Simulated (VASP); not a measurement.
# Be (Fm-3m) in VASP: further runs, part 2 of 2

VASP 6.6.1.

**4. Single point, PBE (volume scaled by 1.03)**

The input, INCAR:

```
SYSTEM = Be
PREC = Accurate ; ENCUT = 520
EDIFF = 1E-6 ; ISMEAR = 0
SIGMA = 0.1 ; LREAL = .False.
LASPH = .True. ; NELM = 100
ALGO = Fast ; ISIF = 2
LWAVE = .False. ; LCHARG = .False.
GGA = PE ; NBANDS = 7
```

The input, KPOINTS:

```
regular mesh
0
Gamma
  30 30 30
  0 0 0
```

The input, POSCAR:

```
Be
1.0
    0.0000000000      1.5942122311      1.5942122311
    1.5942122311      0.0000000000      1.5942122311
    1.5942122311      1.5942122311      0.0000000000
Be
1
Direct
    0.0000000000      0.0000000000      0.0000000000
```

Potentials or basis: VASP PAW PBE potentials, release 64 (Be).

The run is started by

```sh
> cat potpaw_PBE.64/Be/POTCAR > POTCAR
> mpirun -np 1 vasp_std > vasp.out
```

OUTCAR:

```text
SYSTEM = Be
   PREC = Accurate
   ENCUT = 520
   EDIFF = 1E-6
   ISMEAR = 0
   LREAL = .False.
   LASPH = .True.
   NELM = 100
   ISIF = 2
   GGA = PE

 ion  position               nearest neighbor table
   1  0.000  0.000  0.000-

  LATTYP: Found a face centered cubic cell.
 ALAT       =     3.1884244622

  Lattice vectors:

 A1 = (   0.0000000000,   1.5942122311,   1.5942122311)
 A2 = (   1.5942122311,   0.0000000000,   1.5942122311)
 A3 = (   1.5942122311,   1.5942122311,   0.0000000000)

Analysis of symmetry for initial positions (statically):
=====================================================================
 Subroutine PRICEL returns:
 Original cell was already a primitive cell.

 Routine SETGRP: Setting up the symmetry group for a
 face centered cubic supercell.

 Subroutine GETGRP returns: Found 48 space group operations
[... 9 lines left out ...]

 Routine SETGRP: Setting up the symmetry group for a
 face centered cubic supercell.

 Subroutine GETGRP returns: Found 48 space group operations
[... 11 lines left out ...]
                                     Primitive cell

  volume of cell :       8.1034

  direct lattice vectors                    reciprocal lattice vectors
     0.000000000  1.594212231  1.594212231    -0.313634528  0.313634528  0.313634528
     1.594212231  0.000000000  1.594212231     0.313634528 -0.313634528  0.313634528
     1.594212231  1.594212231  0.000000000     0.313634528  0.313634528 -0.313634528

  length of vectors
     2.254556559  2.254556559  2.254556559     0.543230937  0.543230937  0.543230937

  position of ions in fractional coordinates (direct lattice)
     0.000000000  0.000000000  0.000000000

  ion indices of the primitive-cell ions
   primitive index   ion index
                 1           1

----------------------------------------------------------------------------------------

 KPOINTS: regular mesh

Automatic generation of k-mesh.
 Grid dimensions read from file:
 generate k-points for:   30   30   30

 Generating k-lattice:

  Cartesian coordinates                     Fractional coordinates (reciprocal lattice)
    -0.010454484  0.010454484  0.010454484     0.033333333  0.000000000  0.000000000
     0.010454484 -0.010454484  0.010454484     0.000000000  0.033333333  0.000000000
     0.010454484  0.010454484 -0.010454484     0.000000000  0.000000000  0.033333333

  Length of vectors
     0.018107698  0.018107698  0.018107698

  Shift w.r.t. Gamma in fractional coordinates (k-lattice)
     0.000000000  0.000000000  0.000000000

 Subroutine IBZKPT returns following result:
 ===========================================

 Found    752 irreducible k-points:

 Following reciprocal coordinates:
            Coordinates               Weight
  0.000000  0.000000  0.000000      1.000000
  0.033333  0.000000  0.000000      8.000000
  0.066667  0.000000  0.000000      8.000000
  0.100000  0.000000  0.000000      8.000000
  0.133333  0.000000  0.000000      8.000000
  0.166667  0.000000  0.000000      8.000000
[... 16 lines left out ...]
  0.233333  0.033333  0.000000     24.000000
  0.266667  0.033333  0.000000     24.000000
 [... further k-points ...]
   k-points           NKPTS =    752   k-points in BZ     NKDIM =    752   number of bands    NBANDS=      7
   number of dos      NEDOS =    301   number of ions     NIONS =      1
   total plane-waves  NPLWV =   5832
   dimension x,y,z NGX =    18 NGY =   18 NGZ =   18
   dimension x,y,z NGXF=    36 NGYF=   36 NGZF=   36
   ions per type =               1
   NGX,Y,Z   is equivalent  to a cutoff of  13.27, 13.27, 13.27 a.u.
   NGXF,Y,Z  is equivalent  to a cutoff of  26.55, 26.55, 26.55 a.u.
 SYSTEM =  Be
   PREC   = accura    normal or accurate (medium, high low for compatibility)
   ISTART =      0    job   : 0-new  1-cont  2-samecut
   ICHARG =      2    charge: 1-file 2-atom 10-const
   ISPIN  =      1    spin polarized calculation?
   LNONCOLLINEAR =      F non collinear calculations
   LSORBIT =      F    spin-orbit coupling
   LASPH  =      T    aspherical Exc in radial PAW
   ENCUT  =  520.0 eV  38.22 Ry    6.18 a.u.   4.19  4.19  4.19*2*pi/ulx,y,z
   NELM   =    100;   NELMIN=  2; NELMDL= -5     # of ELM steps
   EDIFF  = 0.1E-05   stopping-criterion for ELM
   LREAL  =      F    real-space projection
   EDIFFG = 0.1E-04   stopping-criterion for IOM
   NSW    =      0    number of steps for IOM
   IBRION =     -1    ionic relax: 0-MD 1-quasi-New 2-CG
   NFREE  =      0    steps in history (QN), initial steepest desc. (CG)
   ISIF   =      2    stress and relaxation
   ISYM   =      2    0-nonsym 1-usesym 2-fastsym
   POTIM  = 0.5000    time-step for ionic-motion
   TEBEG  =    0.0;   TEEND  =   0.0 temperature during run
   PSTRESS=    0.0 pullay stress
   NELECT =       2.0000    total number of electrons
   NUPDOWN=      -1.0000    fix difference up-down
   EMIN   =  10.00;   EMAX   =-10.00  energy-range for DOS
   EFERMI =   0.00;   METHOD = LEGACY
   ISMEAR =     0;   SIGMA  =   0.10  broadening in eV -4-tet -1-fermi 0-gaus
   EFERMI_NEDOS =   21; number of points for ismear=-14 and -15
   IALGO  =     68    algorithm
   IMIX   =      4    mixing-type and parameters
     AMIX     =   0.40;   BMIX     =  1.00
     AMIX_MAG =   1.60;   BMIX_MAG =  1.00
  volume/ion in A,a.u.               =       8.10        54.68
  Fermi-wavevector in a.u.,A,eV,Ry     =   1.026901  1.940562 14.347700  1.054526
  Thomas-Fermi vector in A             =   2.160818
   LORBIT       =      0    0 simple, 1 ext, 2 COOP (PROOUT), +10 PAW based schemes
   GGA     = PE    functional components
   LHFCALC =     F    Hartree Fock is set to
   AEXX    =    0.0000 exact exchange contribution
   IVDW    =     0    specifies the selected vdW correction
   LEPSILON=     F    determine dielectric tensor
   LRPA    =     F    only Hartree local field effects (RPA)
 non-spin polarized calculation
 RMM-DIIS sequential band-by-band and
 Gauss-broadening in eV      SIGMA  =   0.10
  energy-cutoff  :      520.00
  volume of cell :        8.10
 maximum number of plane-waves:       229
 NGX is ok and might be reduce to    18
   NGX =  9   NGY =  9   NGZ =  9

 number of electron       2.0000000 magnetization

 Free energy of the ion-electron system (eV)
  ---------------------------------------------------
  ext. energy  EPLUGINS =         0.00000000
  ---------------------------------------------------
  free energy    TOTEN  =        -3.68373959 eV

  energy without entropy =       -3.68304144  energy(sigma->0) =       -3.68339052

 E-fermi :   7.2987     XC(G=0): -10.5295

 val. band max:        7.2921653120   @ k =   0.5000   0.0333   0.0000
 cond. band min:       7.3062980628   @ k =  -0.3333   0.3667   0.0333
 fundamental gap:      0.0141327508
 Fermi energy:         7.2986712288

 k-point     1 :       0.0000    0.0000    0.0000
  band No.  band energies     occupation
      1      -4.3949      2.00000
      2      26.3079      0.00000
      3      26.3079      0.00000
      4      26.3079      0.00000
      5      35.9055      0.00000
      6      35.9055      0.00000
      7      35.9055      0.00000

 k-point     2 :       0.0333    0.0000    0.0000
  band No.  band energies     occupation
      1      -4.3584      2.00000
      2      26.0157      0.00000
      3      26.2451      0.00000
      4      26.2451      0.00000
      5      35.2966      0.00000
      6      36.0274      0.00000
      7      36.0274      0.00000

 k-point     3 :       0.0667    0.0000    0.0000
  band No.  band energies     occupation
      1      -4.2490      2.00000
      2      25.1732      0.00000
      3      26.0682      0.00000
      4      26.0682      0.00000
      5      34.5554      0.00000
      6      36.3702      0.00000
      7      36.3702      0.00000
[... 191 lines left out ...]
 k-point    23 :       0.2333    0.0333    0.0000
  band No.  band energies     occupation
      1      -2.7441      2.00000
      2      17.7351      0.00000
      3      23.9519      0.00000
      4      25.1494      0.00000
      5      34.3660      0.00000
      6      36.4993      0.00000
      7      37.8964      0.00000

 k-point    24 :       0.2667    0.0333    0.0000
  band No.  band energies     occupation
      1      -2.2260      2.00000
      2      16.0174      0.00000
      3      23.6851      0.00000
      4      24.8494      0.00000
      5      34.3646      0.00000
      6      36.2607      0.00000
      7      37.2140      0.00000

 [... further k-points ...]
[... 5 lines left out ...]
  --------------------------------------------------------------------------------------
  -------------------------------------------------------------------------------------
  Total       -0.1633083     -0.1633083     -0.1633083     -0.0000000     -0.0000000      0.0000000
  in kB      -32.2886925    -32.2886925    -32.2886925     -0.0000000     -0.0000000      0.0000000
  external PRESSURE =     -32.2886925 kB  Pullay stress =       0.0000000 kB

 VOLUME and BASIS-vectors are now :
 -----------------------------------------------------------------------------
  energy-cutoff  :      520.00
  volume of cell :        8.10
      direct lattice vectors                 reciprocal lattice vectors
     0.000000000  1.594212231  1.594212231    -0.313634528  0.313634528  0.313634528
     1.594212231  0.000000000  1.594212231     0.313634528 -0.313634528  0.313634528
     1.594212231  1.594212231  0.000000000     0.313634528  0.313634528 -0.313634528

 POSITION                                       TOTAL-FORCE (eV/Angst)
 -----------------------------------------------------------------------------------
      0.00000      0.00000      0.00000         0.000000     -0.000000     -0.000000
 -----------------------------------------------------------------------------------
    total drift:                                0.000000     -0.000000     -0.000000

  FREE ENERGIE OF THE ION-ELECTRON SYSTEM (eV)
  ---------------------------------------------------
  free  energy   TOTEN  =        -3.6837395935 eV

  energy  without entropy=       -3.6830414371  energy(sigma->0) =       -3.68339052
```

It took 29 s on 1 thread of AMD EPYC 9R45 (Zen 5), shared host; peak memory 0.11 GiB.

What came out:

- Free energy: -3.6837 eV
- Pressure: -3.2 GPa
- Band gap on the k mesh: zero (band 1 reaches 7.94 eV, above the bottom of band 2 at 7.24 eV)

**5. Single point, PBE (volume scaled by 1.06)**

The input, INCAR:

```
SYSTEM = Be
ALGO = Fast ; EDIFF = 1E-7
ENCUT = 520 ; GGA = PE
ISIF = 2 ; ISMEAR = 0
LASPH = .True. ; LCHARG = .False.
LREAL = .False. ; LWAVE = .False.
NBANDS = 7 ; NELM = 80
PREC = Accurate ; SIGMA = 0.1
```

The input, KPOINTS:

```
k-points
0
Gamma
  30 30 30
  0 0 0
```

The input, POSCAR:

```
Be
1.0
    0.0000000000      1.6095421353      1.6095421353
    1.6095421353      0.0000000000      1.6095421353
    1.6095421353      1.6095421353      0.0000000000
Be
1
Direct
    0.0000000000      0.0000000000      0.0000000000
```

Potentials or basis: VASP PAW PBE potentials, release 64 (Be).

The run is started by

```sh
> cat potpaw_PBE.64/Be/POTCAR > POTCAR
> mpirun -np 1 vasp_std > vasp.out
```

OUTCAR:

```text
SYSTEM = Be
   EDIFF = 1E-7
   ENCUT = 520
   GGA = PE
   ISIF = 2
   ISMEAR = 0
   LASPH = .True.
   LREAL = .False.
   NELM = 80
   PREC = Accurate

 ion  position               nearest neighbor table
   1  0.000  0.000  0.000-

  LATTYP: Found a face centered cubic cell.
 ALAT       =     3.2190842706

  Lattice vectors:

 A1 = (   0.0000000000,   1.6095421353,   1.6095421353)
 A2 = (   1.6095421353,   0.0000000000,   1.6095421353)
 A3 = (   1.6095421353,   1.6095421353,   0.0000000000)

Analysis of symmetry for initial positions (statically):
=====================================================================
 Subroutine PRICEL returns:
 Original cell was already a primitive cell.

 Routine SETGRP: Setting up the symmetry group for a
 face centered cubic supercell.

 Subroutine GETGRP returns: Found 48 space group operations
[... 9 lines left out ...]

 Routine SETGRP: Setting up the symmetry group for a
 face centered cubic supercell.

 Subroutine GETGRP returns: Found 48 space group operations
[... 11 lines left out ...]
                                     Primitive cell

  volume of cell :       8.3394

  direct lattice vectors                    reciprocal lattice vectors
     0.000000000  1.609542135  1.609542135    -0.310647351  0.310647351  0.310647351
     1.609542135  0.000000000  1.609542135     0.310647351 -0.310647351  0.310647351
     1.609542135  1.609542135  0.000000000     0.310647351  0.310647351 -0.310647351

  length of vectors
     2.276236317  2.276236317  2.276236317     0.538056994  0.538056994  0.538056994

  position of ions in fractional coordinates (direct lattice)
     0.000000000  0.000000000  0.000000000

  ion indices of the primitive-cell ions
   primitive index   ion index
                 1           1

----------------------------------------------------------------------------------------

[... 81 lines left out ...]
   NUPDOWN=      -1.0000    fix difference up-down
   EMIN   =  10.00;   EMAX   =-10.00  energy-range for DOS
   EFERMI =   0.00;   METHOD = LEGACY
   ISMEAR =     0;   SIGMA  =   0.10  broadening in eV -4-tet -1-fermi 0-gaus
   EFERMI_NEDOS =   21; number of points for ismear=-14 and -15
   IALGO  =     68    algorithm
   IMIX   =      4    mixing-type and parameters
     AMIX     =   0.40;   BMIX     =  1.00
     AMIX_MAG =   1.60;   BMIX_MAG =  1.00
  volume/ion in A,a.u.               =       8.34        56.28
  Fermi-wavevector in a.u.,A,eV,Ry     =   1.017121  1.922079 14.075696  1.034534
  Thomas-Fermi vector in A             =   2.150503
   LORBIT       =      0    0 simple, 1 ext, 2 COOP (PROOUT), +10 PAW based schemes
   GGA     = PE    functional components
   LHFCALC =     F    Hartree Fock is set to
   AEXX    =    0.0000 exact exchange contribution
   IVDW    =     0    specifies the selected vdW correction
   LEPSILON=     F    determine dielectric tensor
   LRPA    =     F    only Hartree local field effects (RPA)
 non-spin polarized calculation
 RMM-DIIS sequential band-by-band and
 Gauss-broadening in eV      SIGMA  =   0.10
  energy-cutoff  :      520.00
  volume of cell :        8.34
 maximum number of plane-waves:       242
 NGX is ok and might be reduce to    18
   NGX =  9   NGY =  9   NGZ =  9

 number of electron       2.0000000 magnetization

 Free energy of the ion-electron system (eV)
  ---------------------------------------------------
  ext. energy  EPLUGINS =         0.00000000
  ---------------------------------------------------
  free energy    TOTEN  =        -3.67679673 eV

  energy without entropy =       -3.67592716  energy(sigma->0) =       -3.67636195

 E-fermi :   7.0289     XC(G=0): -10.4362

 val. band max:        7.0207156936   @ k =  -0.3000   0.4333   0.1667
 cond. band min:       7.0347102833   @ k =  -0.3667   0.3667   0.0000
 fundamental gap:      0.0139945896
 Fermi energy:         7.0288606035

 k-point     1 :       0.0000    0.0000    0.0000
  band No.  band energies     occupation
      1      -4.4667      2.00000
      2      25.6337      0.00000
      3      25.6337      0.00000
      4      25.6337      0.00000
      5      35.1561      0.00000
      6      35.1561      0.00000
      7      35.1561      0.00000
[... 221 lines left out ...]
 k-point    24 :       0.2667    0.0333    0.0000
  band No.  band energies     occupation
      1      -2.3216      2.00000
      2      15.5816      0.00000
      3      23.0830      0.00000
      4      24.2107      0.00000
      5      33.6298      0.00000
      6      35.4606      0.00000
      7      36.4258      0.00000

 [... further k-points ...]
[... 5 lines left out ...]
  --------------------------------------------------------------------------------------
  -------------------------------------------------------------------------------------
  Total       -0.3189921     -0.3189921     -0.3189921      0.0000000      0.0000000      0.0000000
  in kB      -61.2848895    -61.2848895    -61.2848895      0.0000000      0.0000000      0.0000000
  external PRESSURE =     -61.2848895 kB  Pullay stress =       0.0000000 kB

 VOLUME and BASIS-vectors are now :
 -----------------------------------------------------------------------------
  energy-cutoff  :      520.00
  volume of cell :        8.34
      direct lattice vectors                 reciprocal lattice vectors
     0.000000000  1.609542135  1.609542135    -0.310647351  0.310647351  0.310647351
     1.609542135  0.000000000  1.609542135     0.310647351 -0.310647351  0.310647351
     1.609542135  1.609542135  0.000000000     0.310647351  0.310647351 -0.310647351

 POSITION                                       TOTAL-FORCE (eV/Angst)
 -----------------------------------------------------------------------------------
      0.00000      0.00000      0.00000         0.000000      0.000000      0.000000
 -----------------------------------------------------------------------------------
    total drift:                                0.000000      0.000000     -0.000000

  FREE ENERGIE OF THE ION-ELECTRON SYSTEM (eV)
  ---------------------------------------------------
  free  energy   TOTEN  =        -3.6767967347 eV

  energy  without entropy=       -3.6759271591  energy(sigma->0) =       -3.67636195
```

OSZICAR:

```text
N       E                     dE             d eps       ncg     rms          rms(c)
DAV:   1    -0.241090533240E+01   -0.24109E+01   -0.11558E+03 11186   0.236E+02
DAV:   2    -0.370040289315E+01   -0.12895E+01   -0.12291E+01 14784   0.255E+01
DAV:   3    -0.370256642822E+01   -0.21635E-02   -0.21632E-02 12222   0.929E-01
DAV:   4    -0.370256674792E+01   -0.31970E-06   -0.31925E-06 16520   0.114E-02
DAV:   5    -0.370256674714E+01    0.77442E-09   -0.88357E-11 12236   0.289E-05    0.744E-01
RMM:   6    -0.368426340455E+01    0.18303E-01   -0.15991E-03 10531   0.392E-01    0.457E-01
RMM:   7    -0.367679383492E+01    0.74696E-02   -0.18712E-03 10935   0.391E-01    0.168E-02
RMM:   8    -0.367679648046E+01   -0.26455E-05   -0.97309E-05 11564   0.813E-02    0.634E-03
RMM:   9    -0.367679830756E+01   -0.18271E-05   -0.26646E-06 12130   0.105E-02    0.167E-03
RMM:  10    -0.367679704591E+01    0.12617E-05   -0.24939E-07 12087   0.286E-03    0.900E-04
RMM:  11    -0.367679674453E+01    0.30138E-06   -0.10160E-08 10371   0.657E-04    0.517E-05
RMM:  12    -0.367679673475E+01    0.97762E-08   -0.37505E-10  8427   0.176E-04
   1 F= -.36767967E+01 E0= -.36763619E+01  d E =-.869576E-03
```

Run time: 36 s. Hardware: 1 thread of AMD EPYC 9R45 (Zen 5), shared host; peak memory 0.11 GiB.

Results:

```
Free energy            : -3.6768 eV
Pressure               : -6.1 GPa
Band gap on the k mesh : zero (band 1 reaches 7.70 eV, above the bottom of band 2 at 6.93 eV)
```

**6. Single point, PBE (volume scaled by 1.10)**

The input, INCAR:

```
SYSTEM = Be
ALGO = Normal
EDIFF = 1E-6
ENCUT = 520
GGA = PE
ISIF = 2
ISMEAR = 0
LASPH = .True.
LCHARG = .False.
LREAL = .False.
LWAVE = .False.
NBANDS = 7
NELM = 60
PREC = Accurate
SIGMA = 0.1
```

KPOINTS is that of step 5.

The input, POSCAR:

```
Be
1.0
    0.0000000000      1.6295384922      1.6295384922
    1.6295384922      0.0000000000      1.6295384922
    1.6295384922      1.6295384922      0.0000000000
Be
1
Direct
    0.0000000000      0.0000000000      0.0000000000
```

Potentials or basis: VASP PAW PBE potentials, release 64 (Be).

The run is started by

```sh
> cat potpaw_PBE.64/Be/POTCAR > POTCAR
> mpirun -np 1 vasp_std > vasp.out
```

It took 27 s on 1 thread of AMD EPYC 9R45 (Zen 5), shared host; peak memory 0.11 GiB.

Results (log left out):

```yaml
Free_energy: -3.6614 eV
Pressure: -9.4 GPa
Band_gap_on_the_k_mesh: zero (band 1 reaches 7.39 eV, above the bottom of band 2 at 6.53 eV)
```

Levels at points of the mesh, in eV from the Fermi level:
```tsv
k point	band 1	band 2	band 3	band 4	band 5	band 6
(0.00, 0.00, 0.00)	-11.24	18.10	18.10	18.10	27.53	27.53
(0.50, 0.00, 0.00)	-4.82	-0.15	15.39	15.39	24.87	24.87
(0.50, 0.50, 0.00)	-2.38	3.57	8.97	8.97	14.47	20.92
```

**7. Overview**

| cell | gap on the mesh (eV) | pressure (GPa) |
| --- | --- | --- |
| a = 2.210 Å, angles 60.0°, 1 atom | none | 4.0 |
| a = 2.232 Å, angles 60.0°, 1 atom | none | 0.1 |
| a = 2.255 Å, angles 60.0°, 1 atom | none | -3.2 |
| a = 2.276 Å, angles 60.0°, 1 atom | none | -6.1 |
| a = 2.305 Å, angles 60.0°, 1 atom | none | -9.4 |

Alike in all rows: task single point; level PBE; potentials or basis VASP PAW PBE potentials, release 64 (Be); no spin polarisation; k mesh 30 × 30 × 30; cutoff (eV) 520; smearing gaussian 0.1 eV.

Absolute energies hang on the potentials; compare differences alone.
